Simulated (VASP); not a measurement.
# Fe in VASP: further runs, part 2 of 2

VASP 6.6.1. Earlier steps stand in the parts before.

### 3 Single point, PBEsol, collinear spin, ferromagnetic start

This run uses another cell than the first one, of 10.72 Å³/atom, 0.911 times its volume.

Contents of INCAR:

```
  ALGO = Fast
  EDIFF = 1E-6
  ENCUT = 520
  GGA = PS
  ISIF = 2
  ISMEAR = 1
  ISPIN = 2
  LASPH = T
  LCHARG = T
  LELF = T
  LMAXMIX = 4
  LORBIT = 11
  LREAL = F
  LVHAR = T
  LWAVE = F
  MAGMOM = 2.4 2.4
  NBANDS = 19
  NELM = 150
  PREC = Accurate
  SIGMA = 0.1
```

Contents of KPOINTS:

```
k-points
0
Gamma
  18 18 18
```

Contents of POSCAR:

```
Fe
1.0
    2.7590356502      0.0000000000      0.0000000000
    0.0000000000      2.7590356502      0.0000000000
    0.0000000000      0.0000000000      2.8160223183
Fe
2
Direct
    0.0000000000      0.0000000000      0.0000000000
    0.5000000000      0.5000000000      0.5000000000
```

Potentials or basis: VASP PAW PBE potentials, release 64 (Fe).

The run is started by

```bash
$ cat potpaw_PBE.64/Fe/POTCAR > POTCAR
$ mpirun -np 1 vasp_std > vasp.out
```

OUTCAR:

```text
EDIFF = 1E-6
   ENCUT = 520
   GGA = PS
   ISIF = 2
   ISMEAR = 1
   ISPIN = 2
   LASPH = T
   LORBIT = 11
   LREAL = F
   NELM = 150
   PREC = Accurate

 ion  position               nearest neighbor table
   1  0.000  0.000  0.000-   2 2.41   2 2.41   2 2.41   2 2.41   2 2.41   2 2.41   2 2.41   2 2.41

   2  0.500  0.500  0.500-   1 2.41   1 2.41   1 2.41   1 2.41   1 2.41   1 2.41   1 2.41   1 2.41

  LATTYP: Found a simple tetragonal cell.
 ALAT       =     2.7590356502
 C/A-ratio  =     1.0206545603

  Lattice vectors:

 A1 = (   2.7590356502,   0.0000000000,   0.0000000000)
 A2 = (   0.0000000000,   2.7590356502,   0.0000000000)
 A3 = (   0.0000000000,   0.0000000000,   2.8160223183)

Analysis of symmetry for initial positions (statically):
=====================================================================
 Subroutine PRICEL returns following result:

  LATTYP: Found a body centered tetragonal cell.
 ALAT       =     2.7590356502
 C/A-ratio  =     1.0206545603
[... 12 lines left out ...]
 Subroutine GETGRP returns: Found 16 space group operations
 (whereof 16 operations were pure point group operations)
 out of a pool of 16 trial point group operations.

The static configuration has the point symmetry D_4h.

Analysis of symmetry for dynamics (positions and initial velocities):
=====================================================================
 Subroutine PRICEL returns following result:

  LATTYP: Found a body centered tetragonal cell.
 ALAT       =     2.7590356502
 C/A-ratio  =     1.0206545603
[... 12 lines left out ...]
 Subroutine GETGRP returns: Found 16 space group operations
 (whereof 16 operations were pure point group operations)
 out of a pool of 16 trial point group operations.

The dynamic configuration has the point symmetry D_4h.

Analysis of structural, dynamic, and magnetic symmetry:
=====================================================================
 Subroutine PRICEL returns following result:

  LATTYP: Found a body centered tetragonal cell.
 ALAT       =     2.7590356502
 C/A-ratio  =     1.0206545603
[... 12 lines left out ...]
 Subroutine GETGRP returns: Found 16 space group operations
 (whereof 16 operations were pure point group operations)
 out of a pool of 16 trial point group operations.

The overall configuration has the point symmetry D_4h.

 Subroutine INISYM returns: Found 16 space group operations
 (whereof 16 operations are pure point group operations),
 and found     2 'primitive' translations

----------------------------------------------------------------------------------------

                                     Primitive cell

  volume of cell :      10.7182

  direct lattice vectors                    reciprocal lattice vectors
    -1.379517825 -1.379517825 -1.408011159     0.000000000 -0.362445480 -0.355110822
     1.379517825  1.379517825 -1.408011159     0.362445480  0.000000000 -0.355110822
     1.379517825 -1.379517825  1.408011159     0.362445480 -0.362445480  0.000000000

  length of vectors
     2.405958080  2.405958080  2.405958080     0.507415433  0.507415433  0.512575313

  position of ions in fractional coordinates (direct lattice)
     0.000000000  0.000000000  0.000000000

[... 61 lines left out ...]
   dimension x,y,z NGXF=    48 NGYF=   48 NGZF=   48
   ions per type =               2
   NGX,Y,Z   is equivalent  to a cutoff of  14.46, 14.46, 14.17 a.u.
   NGXF,Y,Z  is equivalent  to a cutoff of  28.92, 28.92, 28.34 a.u.
 SYSTEM =  unknown system
   PREC   = accura    normal or accurate (medium, high low for compatibility)
   ISTART =      0    job   : 0-new  1-cont  2-samecut
   ICHARG =      2    charge: 1-file 2-atom 10-const
   ISPIN  =      2    spin polarized calculation?
   LNONCOLLINEAR =      F non collinear calculations
   LSORBIT =      F    spin-orbit coupling
   LASPH  =      T    aspherical Exc in radial PAW
   ENCUT  =  520.0 eV  38.22 Ry    6.18 a.u.   5.13  5.13  5.24*2*pi/ulx,y,z
   NELM   =    150;   NELMIN=  2; NELMDL= -5     # of ELM steps
   EDIFF  = 0.1E-05   stopping-criterion for ELM
   LREAL  =      F    real-space projection
   EDIFFG = 0.1E-04   stopping-criterion for IOM
   NSW    =      0    number of steps for IOM
   IBRION =     -1    ionic relax: 0-MD 1-quasi-New 2-CG
   NFREE  =      0    steps in history (QN), initial steepest desc. (CG)
   ISIF   =      2    stress and relaxation
   ISYM   =      2    0-nonsym 1-usesym 2-fastsym
   POTIM  = 0.5000    time-step for ionic-motion
   TEBEG  =    0.0;   TEEND  =   0.0 temperature during run
   PSTRESS=    0.0 pullay stress
   NELECT =      16.0000    total number of electrons
   NUPDOWN=      -1.0000    fix difference up-down
   EMIN   =  10.00;   EMAX   =-10.00  energy-range for DOS
   EFERMI =   0.00;   METHOD = LEGACY
   ISMEAR =     1;   SIGMA  =   0.10  broadening in eV -4-tet -1-fermi 0-gaus
   EFERMI_NEDOS =   21; number of points for ismear=-14 and -15
   IALGO  =     68    algorithm
   IMIX   =      4    mixing-type and parameters
     AMIX     =   0.40;   BMIX     =  1.00
     AMIX_MAG =   1.60;   BMIX_MAG =  1.00
  volume/ion in A,a.u.               =      10.72        72.33
  Fermi-wavevector in a.u.,A,eV,Ry     =   1.485016  2.806274 30.004571  2.205274
  Thomas-Fermi vector in A             =   2.598481
   LORBIT       =     11    0 simple, 1 ext, 2 COOP (PROOUT), +10 PAW based schemes
   GGA     = PS    functional components
   LHFCALC =     F    Hartree Fock is set to
   AEXX    =    0.0000 exact exchange contribution
   IVDW    =     0    specifies the selected vdW correction
   LEPSILON=     F    determine dielectric tensor
   LRPA    =     F    only Hartree local field effects (RPA)
 spin polarized calculation
 RMM-DIIS sequential band-by-band and
 Methfessel and Paxton  Order N= 1 SIGMA  =   0.10
  energy-cutoff  :      520.00
  volume of cell :       21.44
 maximum number of plane-waves:       595
 NGX is ok and might be reduce to    24
   NGX = 11   NGY = 11   NGZ = 11

 number of electron      16.0000000 magnetization       4.1915729

 Free energy of the ion-electron system (eV)
  ---------------------------------------------------
  ext. energy  EPLUGINS =         0.00000000
  ---------------------------------------------------
  free energy    TOTEN  =       -17.83335643 eV

  energy without entropy =      -17.83386859  energy(sigma->0) =      -17.83352715

 E-fermi :   6.3100     XC(G=0): -13.6134

 val. band max:        6.3067570518   @ k =   0.2222   0.2222   0.0000
 cond. band min:       6.3121386645   @ k =   0.1667   0.1111   0.2778
 fundamental gap:      0.0053816127
 Fermi energy:         6.3099731542

 spin component 1

 k-point     1 :       0.0000    0.0000    0.0000
  band No.  band energies     occupation
      1      -2.5879      1.00000
      2       1.0521      1.00000
      3       1.1064      1.00000
      4       3.8222      1.00000
      5       3.8222      1.00000
      6       3.9437      1.00000
[... 517 lines left out ...]
     18      27.5754      0.00000
     19      27.8944      0.00000

 [... further k-points ...]

 spin component 2

 k-point     1 :       0.0000    0.0000    0.0000
  band No.  band energies     occupation
      1      -2.3148      1.00000
      2       2.7631      1.00000
      3       2.8189      1.00000
      4       5.6325      1.00000
      5       5.6326      1.00000
      6       5.7920      1.00000
[... 517 lines left out ...]
     18      27.9930      0.00000
     19      28.5091      0.00000

 [... further k-points ...]
[... 5 lines left out ...]
  --------------------------------------------------------------------------------------
  -------------------------------------------------------------------------------------
  Total        0.4612049      0.4612049      0.0000048      0.0000000      0.0000000     -0.0000000
  in kB       34.4709880     34.4709880      0.0003564      0.0000000      0.0000000     -0.0000000
  external PRESSURE =      22.9807775 kB  Pullay stress =       0.0000000 kB

 VOLUME and BASIS-vectors are now :
 -----------------------------------------------------------------------------
  energy-cutoff  :      520.00
  volume of cell :       21.44
      direct lattice vectors                 reciprocal lattice vectors
     2.759035650  0.000000000  0.000000000     0.362445480  0.000000000  0.000000000
     0.000000000  2.759035650  0.000000000     0.000000000  0.362445480  0.000000000
     0.000000000  0.000000000  2.816022318     0.000000000  0.000000000  0.355110822

 POSITION                                       TOTAL-FORCE (eV/Angst)
 -----------------------------------------------------------------------------------
      0.00000      0.00000      0.00000        -0.000000      0.000000     -0.000000
      1.37952      1.37952      1.40801         0.000000     -0.000000      0.000000
 -----------------------------------------------------------------------------------
    total drift:                                0.000000      0.000000     -0.000000

  FREE ENERGIE OF THE ION-ELECTRON SYSTEM (eV)
  ---------------------------------------------------
  free  energy   TOTEN  =       -17.8333564327 eV

  energy  without entropy=      -17.8338685887  energy(sigma->0) =      -17.83352715

 total charge

# of ion       s       p       d       tot
------------------------------------------
    1        0.516   0.600   6.284   7.401
    2        0.516   0.600   6.284   7.401
--------------------------------------------------
tot          1.033   1.200  12.569  14.801

 magnetization (x)

# of ion       s       p       d       tot
------------------------------------------
    1       -0.012  -0.048   2.135   2.075
    2       -0.012  -0.048   2.135   2.075
--------------------------------------------------
tot         -0.024  -0.096   4.269   4.150
```

OSZICAR:

```text
N       E                     dE             d eps       ncg     rms          rms(c)
DAV:   1     0.740957068734E+02    0.74096E+02   -0.72512E+03 45720   0.109E+03
DAV:   2    -0.167514305617E+02   -0.90847E+02   -0.80077E+02 42025   0.203E+02
DAV:   3    -0.201770128969E+02   -0.34256E+01   -0.32866E+01 45631   0.502E+01
DAV:   4    -0.202043256628E+02   -0.27313E-01   -0.27299E-01 46720   0.419E+00
DAV:   5    -0.202046145423E+02   -0.28888E-03   -0.28887E-03 46597   0.405E-01    0.180E+01
RMM:   6    -0.179418929657E+02    0.22627E+01   -0.69246E+00 48499   0.297E+01    0.746E+00
RMM:   7    -0.178722521258E+02    0.69641E-01   -0.40261E-01 48439   0.792E+00    0.517E+00
RMM:   8    -0.178509894646E+02    0.21263E-01   -0.42347E-02 48725   0.123E+00    0.200E+00
RMM:   9    -0.178334037262E+02    0.17586E-01   -0.48528E-03 48363   0.661E-01    0.450E-01
RMM:  10    -0.178332635215E+02    0.14020E-03   -0.79581E-04 47845   0.320E-01    0.108E-01
RMM:  11    -0.178333438097E+02   -0.80288E-04   -0.16202E-04 48993   0.106E-01    0.457E-02
RMM:  12    -0.178333558350E+02   -0.12025E-04   -0.28538E-05 50874   0.419E-02    0.184E-02
RMM:  13    -0.178333564327E+02   -0.59769E-06   -0.64192E-06 48640   0.189E-02
   1 F= -.17833356E+02 E0= -.17833527E+02  d E =0.512156E-03  mag=     4.1903
```

Run time: 3.3 min. Hardware: 1 thread of Intel Xeon Platinum 8488C (Sapphire Rapids), shared host; peak memory 0.4 GiB.

What came out:

- Free energy: -17.8334 eV
- Pressure: 2.3 GPa
- Net moment: 4.19 μB per cell
- Site moments: Fe +2.08 μB
- Valence electrons inside the program's atomic spheres: Fe 7.40

Stress tensor (GPa, compression positive):
```
3.45 0.00 0.00
0.00 3.45 0.00
0.00 0.00 0.00
```

Levels at points of the mesh, in eV from the Fermi level:
Spin up:
| k point | band 8 | band 9 | band 10 | band 11 | band 12 | band 13 |
| --- | --- | --- | --- | --- | --- | --- |
| (0.00, 0.00, 0.00) | -1.01 | 0.18 | 0.23 | 0.23 | 9.69 | 10.51 |
| (0.50, 0.00, 0.00) | -1.95 | -1.16 | -1.16 | 0.41 | 0.41 | 17.36 |
| (0.50, 0.50, 0.00) | -0.80 | 0.51 | 0.51 | 0.53 | 0.53 | 7.99 |
| (0.00, 0.00, 0.50) | -1.92 | -1.13 | -1.13 | 0.16 | 0.16 | 17.85 |
| (0.50, 0.00, 0.50) | -0.85 | 0.33 | 0.33 | 0.50 | 0.50 | 7.77 |
| (0.50, 0.50, 0.50) | -0.86 | -0.77 | -0.77 | 8.93 | 8.93 | 8.93 |
Spin down:
```csv
k point,band 3,band 4,band 5,band 6,band 7,band 8,band 9,band 10
"(0.00, 0.00, 0.00)",-3.49,-0.68,-0.68,-0.52,1.41,1.58,2.28,2.30
"(0.50, 0.00, 0.00)",-1.10,-1.10,-0.30,-0.30,-0.16,-0.16,0.77,0.77
"(0.50, 0.50, 0.00)",-2.13,-2.13,0.76,0.76,1.49,1.49,1.82,1.82
"(0.00, 0.00, 0.50)",-1.16,-1.16,-0.15,-0.15,-0.15,-0.15,0.84,0.84
"(0.50, 0.00, 0.50)",-1.94,-1.94,0.57,0.57,1.30,1.30,1.77,1.77
"(0.50, 0.50, 0.50)",-2.11,-2.11,-2.11,-2.11,1.79,1.79,1.87,1.87
```

Caveat: the PAW data sets were made with another functional, which shifts forces and pressure a little.

### 4 Single point, PBEsol, collinear spin, ferromagnetic start

This run uses another cell than the first one, of 10.77 Å³/atom, 0.915 times its volume.

Contents of INCAR:

```
PREC = Accurate
ENCUT = 520
EDIFF = 1E-6
ISMEAR = 1
SIGMA = 0.1
LREAL = False
LASPH = True
NELM = 150
ALGO = Normal
ISIF = 2
LWAVE = False
LCHARG = False
ISPIN = 2
MAGMOM = 2.4 2.4
LORBIT = 11
LMAXMIX = 4
GGA = PS
NBANDS = 19
```

Contents of KPOINTS:

```
regular mesh
0
Gamma
  18 18 18
```

Contents of POSCAR:

```
Fe
1.0
    2.7729701737      0.0000000000      0.0000000000
    0.0000000000      2.7729701737      0.0000000000
    0.0000000000      0.0000000000      2.8009722153
Fe
2
Direct
    0.0000000000      0.0000000000      0.0000000000
    0.5000000000      0.5000000000      0.5000000000
```

The run is started by

```bash
$ cat potpaw_PBE.64/Fe/POTCAR > POTCAR
$ mpirun -np 1 vasp_std > vasp.out
```

Run time: 2.2 min. Hardware: 1 thread of Intel Xeon 6975P-C (Granite Rapids), shared host; peak memory 0.4 GiB.

Results (log left out):

```yaml
Free_energy: -17.8368 eV
Pressure: 1.1 GPa
Net_moment: 4.20 μB per cell
Site_moments: Fe +2.08 μB
Valence_electrons_inside_the_program's_atomic_spheres: Fe 7.39
```

Stress tensor (GPa, compression positive):
```
 1.64  0.00  0.00
 0.00  1.64  0.00
 0.00  0.00 -0.11
```

Levels at points of the mesh, in eV from the Fermi level:
Spin up:
```csv
k point,band 7,band 8,band 9,band 10,band 11,band 12,band 13,band 14
"(0.00, 0.00, 0.00)",-1.09,-1.04,0.19,0.21,0.21,9.94,10.34,10.34
"(0.50, 0.00, 0.00)",-1.95,-1.95,-1.15,-1.15,0.36,0.36,17.50,17.50
"(0.50, 0.50, 0.00)",-0.82,-0.82,0.46,0.46,0.51,0.51,7.87,7.87
"(0.00, 0.00, 0.50)",-1.93,-1.93,-1.13,-1.13,0.24,0.24,17.74,17.74
"(0.50, 0.00, 0.50)",-0.85,-0.85,0.37,0.37,0.50,0.50,7.76,7.76
"(0.50, 0.50, 0.50)",-0.83,-0.83,-0.79,-0.79,8.93,8.93,8.93,8.93
```
Spin down:
| k point | band 3 | band 4 | band 5 | band 6 | band 7 | band 8 | band 9 | band 10 |
| --- | --- | --- | --- | --- | --- | --- | --- | --- |
| (0.00, 0.00, 0.00) | -3.47 | -0.63 | -0.63 | -0.55 | 1.47 | 1.55 | 2.29 | 2.30 |
| (0.50, 0.00, 0.00) | -1.08 | -1.08 | -0.24 | -0.24 | -0.17 | -0.17 | 0.79 | 0.79 |
| (0.50, 0.50, 0.00) | -2.04 | -2.04 | 0.70 | 0.70 | 1.44 | 1.44 | 1.81 | 1.81 |
| (0.00, 0.00, 0.50) | -1.12 | -1.12 | -0.16 | -0.16 | -0.16 | -0.16 | 0.83 | 0.83 |
| (0.50, 0.00, 0.50) | -1.95 | -1.95 | 0.60 | 0.60 | 1.35 | 1.35 | 1.78 | 1.78 |
| (0.50, 0.50, 0.50) | -2.09 | -2.09 | -2.09 | -2.09 | 1.82 | 1.82 | 1.86 | 1.86 |

Caveat: the PAW data sets were made with another functional, which shifts forces and pressure a little.

### 5 Summary

```csv
task,cell,cutoff (eV),gap on the mesh (eV),pressure (GPa),moment (μB)
relaxation of volume and atoms at fixed shape,"relaxed from a = 2.866 Å, 2 atoms",600,none,0.0,4.21
single point,"a = 2.759, b = 2.759, c = 2.816 Å, 2 atoms",520,none,2.3,4.19
single point,"a = 2.773, b = 2.773, c = 2.801 Å, 2 atoms",520,none,1.1,4.20
```

Alike in all rows: level PBEsol; potentials or basis VASP PAW PBE potentials, release 64 (Fe); spin collinear, ferromagnetic start; k mesh 18 × 18 × 18; smearing methfessel-paxton 0.1 eV.

Caveats: the PAW data sets were made with another functional, which shifts forces and pressure a little.

Absolute energies hang on the potentials; compare differences alone.
